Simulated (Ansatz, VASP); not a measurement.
## NbP in VASP and in Ansatz

File INCAR:

```
SYSTEM = NbP
PREC = Accurate
ENCUT = 500
EDIFF = 1E-6
ISMEAR = -1
SIGMA = 0.08
LREAL = .FALSE.
LASPH = .TRUE.
NELM = 120
ALGO = Normal
ISIF = 2
LWAVE = .FALSE.
LCHARG = .TRUE.
GGA = PE
LELF = .TRUE.
LVHAR = .TRUE.
NBANDS = 16
GGA_COMPAT = .FALSE.
```

File KPOINTS:

```
Automatic mesh
0
G
  12 12 12
  0 0 0
```

POSCAR

```
NbP
1.0
    0.0000000000      2.4566084143      2.4566084143
    2.4566084143      0.0000000000      2.4566084143
    2.4566084143      2.4566084143      0.0000000000
Nb P
1 1
Direct
    0.0000000000      0.0000000000      0.0000000000
    0.2500000000      0.2500000000      0.2500000000
```

Input for Ansatz:

```yaml
crystal:
  lattice:
    - [0.0, 2.4566084143, 2.4566084143]
    - [2.4566084143, 0.0, 2.4566084143]
    - [2.4566084143, 2.4566084143, 0.0]
  atoms:
    - { symbol: Nb, position: [0.0, 0.0, 0.0] }
    - { symbol: P, position: [0.25, 0.25, 0.25] }
kpoints:
  mp_grid: { grid: [12, 12, 12] }
  band_path:
    path:
      - [0.0, 0.0, 0.0]
      - [-0.5, -0.5, 0.0]
      - [-0.375, -0.375, 0.25]
      - [-0.375, 0.0, 0.375]
      - [0.0, 0.0, 0.0]
      - [0.0, 0.0, 0.5]
      - [-0.5, -0.25, 0.25]
      - [-0.5, -0.5, 0.0]
    npoints: 8
scf:
  occupations: { method: fermi_dirac, width: 0.08 }
hamiltonian:
  xc: pbe
  pseudopotentials: { kind: paw }
output:
  forces: true
  stress: true
  eigenvalues: true
  populations: true
  dos: { projected: true, de: 0.2, e_range: [-14, 8] }
  write_density: true
  write_potential: true
  elf: true
  volumetric_format: npy
```

Change from the starting cell: volume scaled by 0.68, PAW files.

Alike in both runs: task single point; functional PBE; k mesh 12 × 12 × 12; occupations fermi-dirac, width 0.08 eV; no spin polarisation.

|  | VASP | Ansatz |
| --- | --- | --- |
| version | VASP 6.6.1 | Ansatz 0.2.0 |
| potentials or method | VASP PAW PBE potentials, release 64 (Nb_sv, P) | PAW with Ansatz's default frozen-core files, scalar-relativistic |
| plane-wave cutoff (eV) | 500 | 420 |
| valence electrons in the cell | 18 | 18 |

Ansatz gave:

* pressure (GPa): 88.2

What did VASP give for the same quantities?

Pressure (GPa): 87.5.

Both programs put the cell under a high pressure, so it lies far from rest at this level.

Noted on VASP's run: the cell as given lies far from equilibrium.
